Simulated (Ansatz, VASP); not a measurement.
**One calculation of Mg3CdTe4, two programs**

INCAR

```
SYSTEM = Mg3CdTe4
PREC = Accurate
ENCUT = 600
EDIFF = 1E-6
ISMEAR = 0
SIGMA = 0.02
LREAL = .FALSE.
LASPH = .TRUE.
NELM = 100
ALGO = Normal
ISIF = 3
LWAVE = .FALSE.
LCHARG = .FALSE.
GGA = PE
IBRION = 2
NSW = 100
EDIFFG = -0.01
```

Contents of KPOINTS:

```
regular mesh
0
G
  6 6 2
  0 0 0
```

The input POSCAR:

```
Mg3CdTe4
1.0
    4.6317990000      0.0000000000      0.0000000000
    0.0000000000      4.6317990000      0.0000000000
    0.0000000000      0.0000000000     13.0194981000
Mg Cd Te
3 1 4
Direct
    0.5000000000      0.5000000000      0.2521660000
    0.0000000000      0.0000000000      0.5000000000
    0.5000000000      0.5000000000      0.7478340000
    0.0000000000      0.0000000000      0.0000000000
    0.5000000000      0.0000000000      0.3760710000
    0.0000000000      0.5000000000      0.6239290000
    0.5000000000      0.0000000000      0.8709410000
    0.0000000000      0.5000000000      0.1290590000
```

Input for Ansatz:

```yaml
crystal:
  lattice:
    - [4.631799, 0.0, 0.0]
    - [0.0, 4.631799, 0.0]
    - [0.0, 0.0, 13.0194981]
  atoms:
    - { symbol: Mg, position: [0.5, 0.5, 0.252166] }
    - { symbol: Mg, position: [0.0, 0.0, 0.5] }
    - { symbol: Mg, position: [0.5, 0.5, 0.747834] }
    - { symbol: Cd, position: [0.0, 0.0, 0.0] }
    - { symbol: Te, position: [0.5, 0.0, 0.376071] }
    - { symbol: Te, position: [0.0, 0.5, 0.623929] }
    - { symbol: Te, position: [0.5, 0.0, 0.870941] }
    - { symbol: Te, position: [0.0, 0.5, 0.129059] }
basis:
  ecutwfc: 420
kpoints:
  mp_grid: { grid: [6, 6, 2] }
hamiltonian:
  xc: pbe
scf:
  occupations: { method: gaussian, width: 0.02 }
output:
  forces: true
  stress: true
  eigenvalues: true
  write_density: true
  write_potential: true
  elf: true
  volumetric_format: npy
relax:
  adjacent_minimum: "off"
  f_tol: 0.01
  max_steps: 80
  cell: { stress_tol: 0.05 }
```

Alike in both runs: task relaxation of cell and atoms; functional PBE; k mesh 6 × 6 × 2; occupations gaussian, width 0.02 eV; no spin polarisation.

|  | VASP | Ansatz |
| --- | --- | --- |
| version | VASP 6.6.1 | Ansatz 0.2.0 |
| potentials or method | VASP PAW PBE potentials, release 64 (Mg, Cd, Te), cutoff 600 eV | scalar-relativistic, plane waves, PAW |
| valence electrons in the cell | 42 | 114 |

```csv
,VASP,Ansatz,Ansatz less VASP
"gap on the k mesh at the Fermi level, each at its own relaxed structure (eV)",1.77,1.78,+0.005
relaxed volume (Å³/atom),34.89,34.91,+0.020
relaxed cell length with the largest relative difference (Å),13.029,13.020,-0.0093
```

VASP's potentials hold 42 valence electrons a cell and Ansatz's 114, so a difference there can come from the potentials and not from the codes.

Neither program's run includes spin-orbit coupling.
